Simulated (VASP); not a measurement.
Write the native input for VASP 6.6.1 that does the following.

```yaml
Task: single point
Functional: r2SCAN
Potentials_or_basis: VASP PAW PBE potentials, release 64 (Te, Mo_sv)
Cutoff: 520 eV
k_mesh: 12 × 12 × 2
Occupations: fermi-dirac, width 0.02 eV
Spin: no spin polarisation
Dipole_correction: no
Further_INCAR_settings: ALGO = Normal; EDIFF = 1e-06; NBANDS = 35
```

Te2Mo:

```
Te Mo
1.0
     3.56336    0.00000    0.00000
    -1.78168    3.08596    0.00000
     0.00000    0.00000   14.72732
Te Mo
4 2
Direct
  0.33333 0.66667 0.62850
  0.66667 0.33333 0.12850
  0.33333 0.66667 0.87150
  0.66667 0.33333 0.37150
  0.33333 0.66667 0.25000
  0.66667 0.33333 0.75000
```

One way to write it, as run:

POSCAR

```
Te2Mo
1.0
    3.5633593500      0.0000000000      0.0000000000
   -1.7816796700      3.0859597200      0.0000000000
    0.0000000000      0.0000000000     14.7273213300
Te Mo
4 2
Direct
    0.3333333300      0.6666666700      0.6284971600
    0.6666666700      0.3333333300      0.1284971600
    0.3333333300      0.6666666700      0.8715028400
    0.6666666700      0.3333333300      0.3715028400
    0.3333333300      0.6666666700      0.2500000000
    0.6666666700      0.3333333300      0.7500000000
```

INCAR.step1

```
PREC = Accurate ; ENCUT = 520
ISMEAR = -1 ; SIGMA = 0.02
LREAL = F ; LASPH = T
NELM = 80 ; NBANDS = 35
GGA = PE ; ALGO = Normal
EDIFF = 1E-4 ; LWAVE = T
LCHARG = F
```

INCAR.step2

```
PREC = Accurate ; ENCUT = 520
EDIFF = 1E-6 ; ISMEAR = -1
SIGMA = 0.02 ; LREAL = F
LASPH = T ; NELM = 80
ALGO = Normal ; ISIF = 2
LWAVE = F ; LCHARG = F
METAGGA = R2SCAN ; LMIXTAU = T
NBANDS = 35 ; ISTART = 1
```

KPOINTS

```
regular mesh
0
Gamma
  12 12 2
```

Potentials or basis: VASP PAW PBE potentials, release 64 (Te, Mo_sv).

The run is started by

```bash
$ cat potpaw_PBE.64/Te/POTCAR potpaw_PBE.64/Mo_sv/POTCAR > POTCAR
$ cp INCAR.step1 INCAR
$ mpirun -np 1 vasp_std > vasp.out
$ cp INCAR.step2 INCAR
$ mpirun -np 1 vasp_std > vasp.out
```

It gave:

```
Pressure               : 0.1 GPa
Largest force          : 0.029 eV/Å
Band gap on the k mesh : 1.05 eV, indirect (least direct gap 1.06 eV)
```

Caveat: the PAW data sets were made with another functional, which shifts forces and pressure a little; spin-orbit coupling is left out, which moves the levels of the heavy elements.

Wall time 11 min on 1 thread of Intel(R) Xeon(R) Platinum 8259CL CPU @ 2.50GHz (Skylake/Cascade Lake), on a shared host, peak memory 0.43 GiB.
